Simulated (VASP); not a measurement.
# Ta2N (P-3m1) in VASP: vibrations by perturbation theory with LDA

Aim: the vibrations by perturbation theory of Ta2N with LDA.

All numbers are computed with VASP 6.6.1; they aren't measurements. Logs are shortened: lines on timing, memory, paths and dates and some standing lists are left out, and cuts for length are marked.

**1. The cell of the first run**

Symmetry: P-3m1, No. 164, trigonal system. The conventional cell has a = 3.113 Å, b = 3.113 Å, c = 4.870 Å, α = 90.00°, β = 90.00°, γ = 120.00°. Ta (site symmetry 3m) has 3 N at 2.18 Å and 12 Ta at 2.99 to 3.11 Å within 3.2 Å. Within 2.9 Å of N (site symmetry -3m) lie 6 Ta at 2.18 Å.

**2. Vibrations by perturbation theory, LDA**

The input, INCAR:

```
SYSTEM = Ta2N
PREC = Accurate ; ENCUT = 700
EDIFF = 1E-8 ; ISMEAR = -1
SIGMA = 0.05 ; LREAL = .FALSE.
LASPH = .TRUE. ; NELM = 120
ALGO = Normal ; ISIF = 2
LWAVE = .FALSE. ; LCHARG = .FALSE.
GGA = CA ; IBRION = 8
NSW = 1 ; GGA_COMPAT = .FALSE.
```

The input, KPOINTS:

```
Automatic mesh
0
G
  7 7 5
  0 0 0
```

The input, POSCAR:

```
Ta2N
1.0
    3.1128615060      0.0000000000      0.0000000000
   -1.5564307530      2.6958171426      0.0000000000
    0.0000000000      0.0000000000      4.8698410000
Ta N
2 1
Direct
    0.3333333333      0.6666666667      0.2547110000
    0.6666666667      0.3333333333      0.7452890000
    0.0000000000      0.0000000000      0.0000000000
```

Potentials or basis: VASP PAW LDA potentials, release 64 (Ta_sv_GW, N).

Started as:

```bash
$ cat potpaw_LDA.64/Ta_sv_GW/POTCAR potpaw_LDA.64/N/POTCAR > POTCAR
$ mpirun -np 1 vasp_std > vasp.out
```

OUTCAR:

```text
SYSTEM = Ta2N
   PREC = Accurate
   ENCUT = 700
   EDIFF = 1E-8
   ISMEAR = -1
   LREAL = .FALSE.
   LASPH = .TRUE.
   NELM = 120
   ISIF = 2
   GGA = CA
   IBRION = 8
   NSW = 1

 ion  position               nearest neighbor table
   1  0.333  0.667  0.255-   3 2.18   3 2.18   3 2.18   2 2.99   2 2.99   2 2.99   2 3.06   2 3.06
                             2 3.06
   2  0.667  0.333  0.745-   3 2.18   3 2.18   3 2.18   1 2.99   1 2.99   1 2.99   1 3.06   1 3.06
                             1 3.06
   3  0.000  0.000  0.000-   1 2.18   2 2.18   1 2.18   2 2.18   2 2.18   1 2.18

  LATTYP: Found a hexagonal cell.
 ALAT       =     3.1128615060
 C/A-ratio  =     1.5644258476

  Lattice vectors:

 A1 = (   3.1128615060,   0.0000000000,   0.0000000000)
 A2 = (  -1.5564307530,   2.6958171426,   0.0000000000)
 A3 = (   0.0000000000,   0.0000000000,   4.8698410000)

Analysis of symmetry for initial positions (statically):
=====================================================================
 Subroutine PRICEL returns:
 Original cell was already a primitive cell.

 Routine SETGRP: Setting up the symmetry group for a
 hexagonal supercell.

 Subroutine GETGRP returns: Found 12 space group operations
 (whereof 12 operations were pure point group operations)
 out of a pool of 24 trial point group operations.

The static configuration has the point symmetry D_3d.

Analysis of symmetry for dynamics (positions and initial velocities):
=====================================================================
 Subroutine PRICEL returns:
 Original cell was already a primitive cell.

 Routine SETGRP: Setting up the symmetry group for a
 hexagonal supercell.

 Subroutine GETGRP returns: Found 12 space group operations
 (whereof 12 operations were pure point group operations)
 out of a pool of 24 trial point group operations.

The dynamic configuration has the point symmetry D_3d.

 Subroutine INISYM returns: Found 12 space group operations
 (whereof 12 operations are pure point group operations),
 and found     1 'primitive' translations

----------------------------------------------------------------------------------------

                                     Primitive cell

  volume of cell :      40.8663

  direct lattice vectors                    reciprocal lattice vectors
     3.112861506  0.000000000  0.000000000     0.321247829  0.185472520  0.000000000
    -1.556430753  2.695817143  0.000000000     0.000000000  0.370945041  0.000000000
     0.000000000  0.000000000  4.869841000     0.000000000  0.000000000  0.205345513

  length of vectors
     3.112861506  3.112861506  4.869841000     0.370945041  0.370945041  0.205345513

  position of ions in fractional coordinates (direct lattice)
     0.333333333  0.666666667  0.254711000
     0.666666667  0.333333333  0.745289000
     0.000000000  0.000000000  0.000000000

  ion indices of the primitive-cell ions
   primitive index   ion index
                 1           1
                 2           2
                 3           3

----------------------------------------------------------------------------------------

 KPOINTS: Automatic mesh

Automatic generation of k-mesh.
 Grid dimensions read from file:
 generate k-points for:    7    7    5

 Generating k-lattice:

  Cartesian coordinates                     Fractional coordinates (reciprocal lattice)
     0.045892547  0.026496074  0.000000000     0.142857143  0.000000000  0.000000000
[... 96 lines left out ...]

--------------------------------------- Ionic step        1  -------------------------------------------

 number of electron      30.9999999 magnetization

 Free energy of the ion-electron system (eV)
  ---------------------------------------------------
  ext. energy  EPLUGINS =         0.00000000
  ---------------------------------------------------
  free energy    TOTEN  =       -42.55836011 eV

  energy without entropy =      -42.54515995  energy(sigma->0) =      -42.55176003

 E-fermi :  11.5981     XC(G=0): -13.4621

 val. band max:       11.5620207870   @ k =   0.1429  -0.0000   0.2000
 cond. band min:      11.6028637848   @ k =   0.0000   0.2857   0.4000
 fundamental gap:      0.0408429978
 Fermi energy:        11.5980796851

 k-point     1 :       0.0000    0.0000    0.0000
  band No.  band energies     occupation
      1     -56.7032      2.00000
      2     -56.6243      2.00000
      3     -23.9186      2.00000
      4     -23.1894      2.00000
      5     -23.1894      2.00000
      6     -23.0619      2.00000
[... 505 lines left out ...]
      6     -23.2493      2.00000
[... 11 lines left out ...]
     18      12.9118      0.00000
     19      13.8901      0.00000

 [... further k-points ...]

------------------------ aborting loop because EDIFF is reached ----------------------------------------

  FORCE on cell =-STRESS in cart. coord.  units (eV):
  Direction    XX          YY          ZZ          XY          YZ          ZX
  --------------------------------------------------------------------------------------
  -------------------------------------------------------------------------------------
  Total       -3.3664812     -3.3664812     -3.7124283      0.0000000     -0.0000000      0.0000000
  in kB     -131.9841451   -131.9841451   -145.5471301      0.0000000     -0.0000000      0.0000000
  external PRESSURE =    -136.5051401 kB  Pullay stress =       0.0000000 kB

 VOLUME and BASIS-vectors are now :
 -----------------------------------------------------------------------------
  energy-cutoff  :      700.00
  volume of cell :       40.87
      direct lattice vectors                 reciprocal lattice vectors
     3.112861506  0.000000000  0.000000000     0.321247829  0.185472520  0.000000000
    -1.556430753  2.695817143  0.000000000     0.000000000  0.370945041  0.000000000
     0.000000000  0.000000000  4.869841000     0.000000000  0.000000000  0.205345513

 POSITION                                       TOTAL-FORCE (eV/Angst)
 -----------------------------------------------------------------------------------
     -0.00000      1.79721      1.24040        -0.000000      0.000000     -0.367381
      1.55643      0.89861      3.62944         0.000000      0.000000      0.367381
      0.00000      0.00000      0.00000         0.000000      0.000000      0.000000
 -----------------------------------------------------------------------------------
    total drift:                                0.000000     -0.000000     -0.000000

  FREE ENERGIE OF THE ION-ELECTRON SYSTEM (eV)
  ---------------------------------------------------
  free  energy   TOTEN  =       -42.5583601067 eV

  energy  without entropy=      -42.5451599452  energy(sigma->0) =      -42.55176003

[... ionic steps 2 to 9 ...]

--------------------------------------- Ionic step       10  -------------------------------------------

------------------------ aborting loop because EDIFF is reached ----------------------------------------

[... ionic steps 11 to 11 ...]

--------------------------------------- Ionic step       12  -------------------------------------------

 Free energy of the ion-electron system (eV)
  ---------------------------------------------------
  ---------------------------------------------------
  free energy    TOTEN  =        -0.24334323 eV

  energy without entropy =       -0.24334323

------------------------ aborting loop because EDIFF is reached ----------------------------------------

 INTERNAL STRAIN TENSOR  FOR ION    3  DIRECTION 3   (eV/Angst):
 -----------------------------------------------------------------------------
     0.00685  0.00000  0.00000
     0.00000  0.00685  0.00000
     0.00000 -0.00000 -0.00568

 INTERNAL STRAIN TENSOR FOR ION    3 for displacements in x,y,z  (eV/Angst):
          X           Y           Z          XY          YZ          ZX
  --------------------------------------------------------------------------------
  x     0.00000     0.00000     0.00000     0.00000     0.00000     0.00000
  y     0.00000     0.00000     0.00000     0.00000     0.00000     0.00000
  z     0.00000     0.00000     0.00000     0.00000     0.00000     0.00000

 SECOND DERIVATIVES (NOT SYMMETRIZED)
 ------------------------------------
               1X          1Y          1Z          2X          2Y          2Z          3X          3Y          3Z
  1X    -5.930660    0.000000    0.000000   -0.196219    0.000000    0.000000    6.126879    0.000000    0.000000
  1Y     0.000000   -5.930660    0.000000    0.000000   -0.196219    0.000000    0.000000    6.126879    0.000000
  1Z     0.000000   -0.000000  -12.207014    0.000000    0.000000    5.521349   -0.000000   -0.000000    6.685665
  2X    -0.196219    0.000000    0.000000   -5.930660    0.000000    0.000000    6.126879    0.000000    0.000000
  2Y     0.000000   -0.196219    0.000000    0.000000   -5.930660    0.000000    0.000000    6.126879    0.000000
  2Z     0.000000    0.000000    5.521349    0.000000   -0.000000  -12.207014   -0.000000   -0.000000    6.685665
  3X     5.860484    0.000000    0.000000    5.860484    0.000000    0.000000  -11.720968    0.000000    0.000000
  3Y     0.000000    5.860484    0.000000    0.000000    5.860484    0.000000    0.000000  -11.720968    0.000000
  3Z     0.000000   -0.000000    6.694983    0.000000    0.000000    6.694983    0.000000   -0.000000  -13.389967

 Eigenvectors and eigenvalues of the dynamical matrix
 ----------------------------------------------------

   1 f  =   15.580889 THz    97.897613 2PiTHz  519.722513 cm-1    64.437350 meV
             X         Y         Z           dx          dy          dz
     -0.000000  1.797211  1.240402    -0.000000   -0.000000   -0.136376
      1.556431  0.898606  3.629439    -0.000000   -0.000000   -0.136376
      0.000000  0.000000  0.000000     0.000000    0.000000    0.981225
[... 43 lines left out ...]
   9 f/i=    0.062689 THz     0.393885 2PiTHz    2.091069 cm-1     0.259259 meV
             X         Y         Z           dx          dy          dz
     -0.000000  1.797211  1.240402     0.693220    0.000299    0.000000
      1.556431  0.898606  3.629439     0.693220    0.000299    0.000000
      0.000000  0.000000  0.000000     0.197209    0.000085    0.000000

--------------------------------------------------------------------------------------------------------

 ELASTIC MODULI CONTR FROM IONIC RELAXATION (kBar)
 Direction    XX          YY          ZZ          XY          YZ          ZX
 --------------------------------------------------------------------------------
 XX        -345.9392   -323.3543      8.9713     -0.0000     30.9177      0.0000
 YY        -323.3543   -345.9392      8.9713     -0.0000    -30.9177      0.0000
 ZZ           8.9713      8.9713     -0.2405      0.0000      0.0000     -0.0000
 XY          -0.0000     -0.0000      0.0000    -11.2924      0.0000     42.2043
 YZ          30.9177    -30.9177      0.0000      0.0000    -84.6499     -0.0000
 ZX           0.0000      0.0000     -0.0000     42.2043     -0.0000   -157.7342
 --------------------------------------------------------------------------------
```

Wall time 8.6 min (1 thread of Intel Xeon Platinum 8488C (Sapphire Rapids), shared host); peak memory 0.43 GiB.

Results:

```yaml
Highest_phonon_frequency_at_Γ: 520 cm⁻¹
```

Phonon frequencies in cm⁻¹ (negative: imaginary):
```tsv
q point	frequencies
(0.000, 0.000, 0.000)	-2 -2 0 93 93 163 487 487 520
```

Caveat: the cell stands under pressure or tension, which shifts response properties; spin-orbit coupling is left out, which moves the levels of the heavy elements.
